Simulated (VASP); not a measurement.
Wanted: the native input for a VASP 6.6.1 run.

```yaml
Task: single point
Functional: PBE
Potentials_or_basis: VASP PAW PBE potentials, release 64 (Cd)
Cutoff: 520 eV
k_mesh: 12 × 12 × 6
Occupations: fermi-dirac, width 0.6 eV
Spin: no spin polarisation
Dipole_correction: no
Further_INCAR_settings: ALGO = Normal; EDIFF = 1e-07; NBANDS = 19
```

The structure of Cd lies in POSCAR:

```
Cd
1.0
    3.0007103730      0.0000000000      0.0000000000
   -1.5003551865      2.5986914124      0.0000000000
    0.0000000000      0.0000000000      5.9261569577
Cd
2
Direct
    0.3333333333      0.6666666667      0.2500000000
    0.6666666667      0.3333333333      0.7500000000
```

The input as run:

INCAR

```
PREC     = Accurate       # precision mode
ENCUT    = 520            # plane-wave cutoff, eV
EDIFF    = 1E-7           # SCF threshold, eV
ISMEAR   = -1             # smearing method
SIGMA    = 0.6            # smearing width, eV
LREAL    = False          # projectors in reciprocal space
LASPH    = True           # aspherical terms in the spheres
NELM     = 80             # most SCF steps
ALGO     = Normal         # electronic algorithm
ISIF     = 2              # what is computed and relaxed
LWAVE    = False          # write WAVECAR
LCHARG   = False          # write CHGCAR
GGA      = PE             # functional
NBANDS   = 19             # bands
```

KPOINTS

```
regular mesh
0
Gamma
  12 12 6
```

Potentials or basis: VASP PAW PBE potentials, release 64 (Cd).

The run is started by

```console
$ cat potpaw_PBE.64/Cd/POTCAR > POTCAR
$ mpirun -np 1 vasp_std > vasp.out
```

Results of the run:

```yaml
Pressure: 2.1 GPa
Band_gap_on_the_k_mesh: zero (bands 12 and 13 overlap by 4.11 eV)
```

Caveat: so wide a smearing shifts energies and pressures.

Run time: 49 s on 1 thread of Intel Xeon 8259CL, on a shared host, peak memory 0.2 GiB.
